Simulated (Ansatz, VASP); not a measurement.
## One calculation of Na3F4, two programs

The input INCAR:

```
SYSTEM = Na3F4
PREC = Accurate ; ENCUT = 520
EDIFF = 1E-7 ; ISMEAR = 0
SIGMA = 0.1 ; LREAL = .FALSE.
LASPH = .TRUE. ; NELM = 150
ALGO = Normal ; ISIF = 2
LWAVE = .FALSE. ; LCHARG = .FALSE.
ISPIN = 2 ; MAGMOM = 0 0 0 1 1 1 1
LORBIT = 11 ; GGA = PE
NBANDS = 38
```

KPOINTS

```
regular mesh
0
G
  4 4 4
  0 0 0
```

POSCAR

```
Na3F4
1.0
   -3.0791384400      3.0791384400      3.0791384400
    3.0791384400     -3.0791384400      3.0791384400
    3.0791384400      3.0791384400     -3.0791384400
Na F
3 4
Direct
    0.0000000000      0.5000000000      0.5000000000
    0.5000000000      0.0000000000      0.5000000000
    0.5000000000      0.5000000000      0.0000000000
    0.5000000000      0.5000000000      0.5000000000
    0.0000000000      0.0000000000      0.5000000000
    0.0000000000      0.5000000000      0.0000000000
    0.5000000000      0.0000000000      0.0000000000
```

Input for Ansatz:

```yaml
crystal:
  lattice:
    - [-3.07913844, 3.07913844, 3.07913844]
    - [3.07913844, -3.07913844, 3.07913844]
    - [3.07913844, 3.07913844, -3.07913844]
  atoms:
    - { symbol: Na, position: [0.0, 0.5, 0.5] }
    - { symbol: Na, position: [0.5, 0.0, 0.5] }
    - { symbol: Na, position: [0.5, 0.5, 0.0] }
    - { symbol: F, position: [0.5, 0.5, 0.5], spin: 1.0 }
    - { symbol: F, position: [0.0, 0.0, 0.5], spin: 1.0 }
    - { symbol: F, position: [0.0, 0.5, 0.0], spin: 1.0 }
    - { symbol: F, position: [0.5, 0.0, 0.0], spin: 1.0 }
basis:
  ecutwfc: 420
kpoints:
  mp_grid: { grid: [4, 4, 4] }
hamiltonian:
  xc: pbe
scf:
  occupations: { method: gaussian, width: 0.1 }
  lower_state_search: "off"
output:
  forces: true
  stress: true
  eigenvalues: true
  populations: true
magnetization:
  spin_polarized: true
```

Alike in both runs: task single point; functional PBE; k mesh 4 × 4 × 4; occupations gaussian, width 0.1 eV; collinear spin.

|  | VASP | Ansatz |
| --- | --- | --- |
| version | VASP 6.6.1 | Ansatz 0.2.0 |
| potentials or method | VASP PAW PBE potentials, release 64 (Na_pv, F), cutoff 520 eV | scalar-relativistic, plane waves, PAW |
| valence electrons in the cell | 49 | 55 |

```csv
,VASP,Ansatz,Ansatz less VASP
gap on the k mesh at the Fermi level (eV),none,none,-
pressure (GPa),-5.8,-5.6,+0.23
net moment per atom (μB),0.14,0.14,0.000
size of the moment on the site where the two differ most (μB),0.22,0.25,+0.030
```

Site moments also hang on the region over which each program counts them. A gap of «none» marks a metal or a gap that the smearing closes. VASP's potentials hold 49 valence electrons a cell and Ansatz's 55, so a difference there can come from the potentials and not from the codes.

The k mesh is coarse, so the values compare programs but aren't converged.
